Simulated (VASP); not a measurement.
# TePb (zincblende type) (F-43m) in VASP: further runs, part 3 of 3

VASP 6.6.1.

### 4 Single point, PBE (21.22 Å³/atom)

This run uses another cell than the first one, of 21.22 Å³/atom.

POSCAR reads:

```
TePb
1.0
    0.0000000000      2.7684890847      2.7684890847
    2.7684890847      0.0000000000      2.7684890847
    2.7684890847      2.7684890847      0.0000000000
Pb Te
1 1
Direct
    0.0000000000      0.0000000000      0.0000000000
    0.2500000000      0.2500000000      0.2500000000
```

INCAR.step1 reads:

```
  ALGO = Normal
  EDIFF = 1E-6
  ENCUT = 520
  GGA = PE
  ISIF = 2
  ISMEAR = -1
  LASPH = T
  LCHARG = T
  LREAL = F
  LWAVE = F
  NBANDS = 17
  NELM = 80
  PREC = Accurate
  SIGMA = 0.05
```

KPOINTS.step1 reads:

```
k-points
0
Gamma
  12 12 12
```

INCAR.step2 reads:

```
  ALGO = Normal
  EDIFF = 1E-6
  ENCUT = 520
  GGA = PE
  ICHARG = 11
  ISIF = 2
  ISMEAR = -5
  LASPH = T
  LCHARG = F
  LORBIT = 10
  LREAL = F
  LWAVE = F
  NEDOS = 2001
  NELM = 80
  PREC = Accurate
  SIGMA = 0.05
```

KPOINTS.step2 reads:

```
k-points
0
Gamma
  18 18 18
```

Potentials or basis: VASP PAW PBE potentials, release 64 (Pb_d, Te).

Run with:

```bash
$ cat potpaw_PBE.64/Pb_d/POTCAR potpaw_PBE.64/Te/POTCAR > POTCAR
$ cp INCAR.step1 INCAR
$ cp KPOINTS.step1 KPOINTS
$ mpirun -np 1 vasp_std > vasp.out
$ cp INCAR.step2 INCAR
$ cp KPOINTS.step2 KPOINTS
$ mpirun -np 1 vasp_std > vasp.out
```

OUTCAR:

```text
EDIFF = 1E-6
   ENCUT = 520
   GGA = PE
   ICHARG = 11
   ISIF = 2
   ISMEAR = -5
   LASPH = T
   LORBIT = 10
   LREAL = F
   NELM = 80
   PREC = Accurate

 ion  position               nearest neighbor table
   1  0.000  0.000  0.000-   2 2.40   2 2.40   2 2.40   2 2.40
   2  0.250  0.250  0.250-   1 2.40   1 2.40   1 2.40   1 2.40

  LATTYP: Found a face centered cubic cell.
 ALAT       =     5.5369781694

  Lattice vectors:

 A1 = (   0.0000000000,   2.7684890847,   2.7684890847)
 A2 = (   2.7684890847,   0.0000000000,   2.7684890847)
 A3 = (   2.7684890847,   2.7684890847,   0.0000000000)

Analysis of symmetry for initial positions (statically):
=====================================================================
 Subroutine PRICEL returns:
 Original cell was already a primitive cell.

 Routine SETGRP: Setting up the symmetry group for a
 face centered cubic supercell.

 Subroutine GETGRP returns: Found 24 space group operations
 (whereof 24 operations were pure point group operations)
 out of a pool of 48 trial point group operations.

The static configuration has the point symmetry T_d .

Analysis of symmetry for dynamics (positions and initial velocities):
=====================================================================
 Subroutine PRICEL returns:
 Original cell was already a primitive cell.

 Routine SETGRP: Setting up the symmetry group for a
 face centered cubic supercell.

 Subroutine GETGRP returns: Found 24 space group operations
 (whereof 24 operations were pure point group operations)
 out of a pool of 48 trial point group operations.

The dynamic configuration has the point symmetry T_d .

 Subroutine INISYM returns: Found 24 space group operations
 (whereof 24 operations are pure point group operations),
 and found     1 'primitive' translations

----------------------------------------------------------------------------------------

                                     Primitive cell

  volume of cell :      42.4383

  direct lattice vectors                    reciprocal lattice vectors
     0.000000000  2.768489085  2.768489085    -0.180603927  0.180603927  0.180603927
     2.768489085  0.000000000  2.768489085     0.180603927 -0.180603927  0.180603927
     2.768489085  2.768489085  0.000000000     0.180603927  0.180603927 -0.180603927

  length of vectors
     3.915234811  3.915234811  3.915234811     0.312815177  0.312815177  0.312815177

  position of ions in fractional coordinates (direct lattice)
     0.000000000  0.000000000  0.000000000
     0.250000000  0.250000000  0.250000000

  ion indices of the primitive-cell ions
   primitive index   ion index
                 1           1
                 2           2

----------------------------------------------------------------------------------------

 KPOINTS: k-points

Automatic generation of k-mesh.
 Grid dimensions read from file:
 generate k-points for:   18   18   18

 Generating k-lattice:

  Cartesian coordinates                     Fractional coordinates (reciprocal lattice)
    -0.010033551  0.010033551  0.010033551     0.055555556  0.000000000  0.000000000
[... 49 lines left out ...]
   NGX,Y,Z   is equivalent  to a cutoff of  12.74, 12.74, 12.74 a.u.
   NGXF,Y,Z  is equivalent  to a cutoff of  25.48, 25.48, 25.48 a.u.
 SYSTEM =  unknown system
   PREC   = accura    normal or accurate (medium, high low for compatibility)
   ISTART =      0    job   : 0-new  1-cont  2-samecut
   ICHARG =     11    charge: 1-file 2-atom 10-const
   ISPIN  =      1    spin polarized calculation?
   LNONCOLLINEAR =      F non collinear calculations
   LSORBIT =      F    spin-orbit coupling
   LASPH  =      T    aspherical Exc in radial PAW
   ENCUT  =  520.0 eV  38.22 Ry    6.18 a.u.   7.28  7.28  7.28*2*pi/ulx,y,z
   NELM   =     80;   NELMIN=  2; NELMDL=  0     # of ELM steps
   EDIFF  = 0.1E-05   stopping-criterion for ELM
   LREAL  =      F    real-space projection
   EDIFFG = 0.1E-04   stopping-criterion for IOM
   NSW    =      0    number of steps for IOM
   IBRION =     -1    ionic relax: 0-MD 1-quasi-New 2-CG
   NFREE  =      0    steps in history (QN), initial steepest desc. (CG)
   ISIF   =      2    stress and relaxation
   ISYM   =      2    0-nonsym 1-usesym 2-fastsym
   POTIM  = 0.5000    time-step for ionic-motion
   TEBEG  =    0.0;   TEEND  =   0.0 temperature during run
   PSTRESS=    0.0 pullay stress
   NELECT =      20.0000    total number of electrons
   NUPDOWN=      -1.0000    fix difference up-down
   EMIN   =  10.00;   EMAX   =-10.00  energy-range for DOS
   EFERMI =   0.00;   METHOD = LEGACY
   ISMEAR =    -5;   SIGMA  =   0.05  broadening in eV -4-tet -1-fermi 0-gaus
   EFERMI_NEDOS =   21; number of points for ismear=-14 and -15
   IALGO  =     38    algorithm
   IMIX   =      4    mixing-type and parameters
     AMIX     =   0.40;   BMIX     =  1.00
     AMIX_MAG =   1.60;   BMIX_MAG =  1.00
  volume/ion in A,a.u.               =      21.22       143.19
  Fermi-wavevector in a.u.,A,eV,Ry     =   1.273988  2.407488 22.082875  1.623046
  Thomas-Fermi vector in A             =   2.406781
   LORBIT       =     10    0 simple, 1 ext, 2 COOP (PROOUT), +10 PAW based schemes
   GGA     = PE    functional components
   LHFCALC =     F    Hartree Fock is set to
   AEXX    =    0.0000 exact exchange contribution
   IVDW    =     0    specifies the selected vdW correction
   LEPSILON=     F    determine dielectric tensor
   LRPA    =     F    only Hartree local field effects (RPA)
 non-spin polarized calculation
 Fermi weights with tetrahedron method with Bloechl corrections
  energy-cutoff  :      520.00
  volume of cell :       42.44
 maximum number of plane-waves:      1163
 NGX is ok and might be reduce to    30

 number of electron      19.9999997 magnetization

 Free energy of the ion-electron system (eV)
  ---------------------------------------------------
  ext. energy  EPLUGINS =         0.00000000
  ---------------------------------------------------
  free energy    TOTEN  =         2.58229633 eV

  energy without entropy =        2.58229633  energy(sigma->0) =        2.58229633

 E-fermi :  13.5111     XC(G=0): -11.3962

 val. band max:       13.6326293764   @ k =  -0.1667   0.2778   0.1111
 cond. band min:      13.4722559309   @ k =   0.1667   0.1111   0.0556
 fundamental gap:     -0.1603734455
 Fermi energy:        13.5111481411

 k-point     1 :       0.0000    0.0000    0.0000
  band No.  band energies     occupation
      1      -6.3333      2.00000
      2      -6.3333      2.00000
      3      -6.3333      2.00000
      4      -5.8661      2.00000
      5      -5.8661      2.00000
      6      -5.2851      2.00000
      7      10.6594      2.00000
      8      10.6594      2.00000
      9      10.6594      2.00000
     10      11.1407      2.00000
     11      13.7408      0.00000
     12      13.7408      0.00000
     13      13.7408      0.00000
     14      16.5676      0.00000
[... 377 lines left out ...]
      1      -6.6101      2.00000
      2      -6.2770      2.00000
      3      -6.2661      2.00000
      4      -5.8786      2.00000
      5      -5.8676      2.00000
      6      -4.1264      2.00000
      7       5.3188      2.00000
      8       8.7988      2.00000
      9       9.6759      2.00000
     10      11.9823      2.00000
     11      14.7259      0.00000
     12      15.0818      0.00000
     13      16.4124      0.00000
     14      18.3529      0.00000

 [... further k-points ...]

------------------------ aborting loop because EDIFF is reached ----------------------------------------

  FORCE on cell =-STRESS in cart. coord.  units (eV):
  Direction    XX          YY          ZZ          XY          YZ          ZX
  --------------------------------------------------------------------------------------
  -------------------------------------------------------------------------------------
  Total       30.6932174     30.6932174     30.6932174      0.0000000      0.0000000     -0.0000000
  in kB     1158.7628308   1158.7628308   1158.7628308      0.0000000      0.0000000     -0.0000000
  external PRESSURE =    1158.7628308 kB  Pullay stress =       0.0000000 kB

 VOLUME and BASIS-vectors are now :
 -----------------------------------------------------------------------------
  energy-cutoff  :      520.00
  volume of cell :       42.44
      direct lattice vectors                 reciprocal lattice vectors
     0.000000000  2.768489085  2.768489085    -0.180603927  0.180603927  0.180603927
     2.768489085  0.000000000  2.768489085     0.180603927 -0.180603927  0.180603927
     2.768489085  2.768489085  0.000000000     0.180603927  0.180603927 -0.180603927

 POSITION                                       TOTAL-FORCE (eV/Angst)
 -----------------------------------------------------------------------------------
      0.00000      0.00000      0.00000        -0.000000     -0.000000     -0.000000
      1.38424      1.38424      1.38424         0.000000      0.000000      0.000000
 -----------------------------------------------------------------------------------
    total drift:                               -0.000001     -0.000001     -0.000001

  FREE ENERGIE OF THE ION-ELECTRON SYSTEM (eV)
  ---------------------------------------------------
  free  energy   TOTEN  =         2.5822963253 eV

  energy  without entropy=        2.5822963253  energy(sigma->0) =        2.58229633

 total charge

# of ion       s       p       d       tot
------------------------------------------
    1        1.427   1.458   9.987  12.873
    2        1.458   2.262   0.221   3.941
--------------------------------------------------
tot          2.885   3.721  10.209  16.814
```

OUTCAR.step1:

```text
EDIFF = 1E-6
   ENCUT = 520
   GGA = PE
   ISIF = 2
   ISMEAR = -1
[... 701 lines left out ...]
 -----------------------------------------------------------------------------------
      0.00000      0.00000      0.00000         0.000000      0.000000      0.000000
      1.38424      1.38424      1.38424        -0.000000     -0.000000     -0.000000
 -----------------------------------------------------------------------------------
    total drift:                               -0.000001     -0.000001     -0.000001

  FREE ENERGIE OF THE ION-ELECTRON SYSTEM (eV)
  ---------------------------------------------------
  free  energy   TOTEN  =         2.5826733424 eV

  energy  without entropy=        2.5918225240  energy(sigma->0) =        2.58724793
```

It took 2.6 min on 1 thread of Intel Xeon 8259CL, shared host; peak memory 0.27 GiB.

What came out:

```
Valence electrons inside the program's atomic spheres : Pb 12.87; Te 3.94
```

Caveat: spin-orbit coupling is left out, which moves the levels of the heavy elements; tetrahedron occupations give inexact forces and stress in metals.

### 5 Single point, PBE (21.22 Å³/atom)

This run uses another cell than the first one, of 21.22 Å³/atom.

POSCAR is that of step 4.

INCAR.step1 reads:

```
SYSTEM = TePb
PREC     = Accurate       ! precision mode
ENCUT    = 520            ! plane-wave cutoff, eV
EDIFF    = 1E-6           ! SCF threshold, eV
ISMEAR   = -1             ! smearing method
SIGMA    = 0.05           ! smearing width, eV
LREAL    = .FALSE.        ! projectors in reciprocal space
LASPH    = .TRUE.         ! aspherical terms in the spheres
NELM     = 60             ! most SCF steps
ALGO     = Normal         ! electronic algorithm
ISIF     = 2              ! what is computed and relaxed
LWAVE    = .FALSE.        ! write WAVECAR
LCHARG   = .TRUE.         ! write CHGCAR
GGA      = PE             ! functional
NBANDS   = 17             ! bands
```

KPOINTS.step1 reads:

```
regular mesh
0
G
  12 12 12
  0 0 0
```

INCAR.step2 reads:

```
SYSTEM = TePb
PREC     = Accurate       ! precision mode
ENCUT    = 520            ! plane-wave cutoff, eV
EDIFF    = 1E-6           ! SCF threshold, eV
ISMEAR   = -5             ! smearing method
SIGMA    = 0.05           ! smearing width, eV
LREAL    = .FALSE.        ! projectors in reciprocal space
LASPH    = .TRUE.         ! aspherical terms in the spheres
NELM     = 60             ! most SCF steps
ALGO     = Normal         ! electronic algorithm
ISIF     = 2              ! what is computed and relaxed
LWAVE    = .FALSE.        ! write WAVECAR
LCHARG   = .FALSE.        ! write CHGCAR
GGA      = PE             ! functional
LORBIT   = 11             ! projections on sites
NBANDS   = 17             ! bands
NEDOS    = 1001           ! points of the DOS
ICHARG   = 11             ! starting density
```

KPOINTS.step2 reads:

```
regular mesh
0
G
  18 18 18
  0 0 0
```

Run with:

```bash
$ cat potpaw_PBE.64/Pb_d/POTCAR potpaw_PBE.64/Te/POTCAR > POTCAR
$ cp INCAR.step1 INCAR
$ cp KPOINTS.step1 KPOINTS
$ mpirun -np 1 vasp_std > vasp.out
$ cp INCAR.step2 INCAR
$ cp KPOINTS.step2 KPOINTS
$ mpirun -np 1 vasp_std > vasp.out
```

It took 2.9 min on 1 thread of Intel Xeon 8259CL, shared host; peak memory 0.27 GiB.

It converged, with:

- Valence electrons inside the program's atomic spheres: Pb 12.87; Te 3.94

Levels at points of the mesh, in eV from the Fermi level:
```
           k point  band 8  band 9  band 10  band 11  band 12  band 13
(0.00, 0.00, 0.00)   -2.85   -2.85    -2.37     0.23     0.23     0.23
(0.50, 0.00, 0.00)   -4.89   -4.89    -2.33     1.64     1.64     3.38
(0.50, 0.50, 0.00)   -7.14   -7.14    -1.94    -1.67     8.19     8.19
```

Caveat: spin-orbit coupling is left out, which moves the levels of the heavy elements; tetrahedron occupations give inexact forces and stress in metals.
